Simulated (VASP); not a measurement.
A run of VASP 6.6.1 is set up as follows.

POSCAR

```
In
1.0
   -1.5934921500      1.5934921500      2.4445111300
    1.5934921500     -1.5934921500      2.4445111300
    1.5934921500      1.5934921500     -2.4445111300
In
1
Direct
    0.0000000000      0.0000000000      0.0000000000
```

INCAR.step1

```
PREC = Accurate ; ENCUT = 520
ISMEAR = -1 ; SIGMA = 0.0438
LREAL = False ; LASPH = True
NELM = 100 ; NBANDS = 12
GGA = PE ; ALGO = Normal
EDIFF = 1E-4 ; LWAVE = True
LCHARG = False
```

INCAR.step2

```
PREC = Accurate ; ENCUT = 520
EDIFF = 1E-6 ; ISMEAR = -1
SIGMA = 0.0438 ; LREAL = False
LASPH = True ; NELM = 100
ALGO = Normal ; ISIF = 2
LWAVE = False ; LCHARG = True
METAGGA = R2SCAN ; LMIXTAU = True
LELF = True ; LVHAR = True
NBANDS = 12 ; ISTART = 1
```

KPOINTS

```
regular mesh
0
Gamma
  15 15 15
```

Potentials or basis: VASP PAW PBE potentials, release 64 (In_d).

Run with:

```console
$ cat potpaw_PBE.64/In_d/POTCAR > POTCAR
$ cp INCAR.step1 INCAR
$ mpirun -np 1 vasp_std > vasp.out
$ cp INCAR.step2 INCAR
$ mpirun -np 1 vasp_std > vasp.out
```

(1) What does it give for the pressure?

Answers

(1) 2.8 GPa.

Caveat: the PAW data sets were made with another functional, which shifts forces and pressure a little.
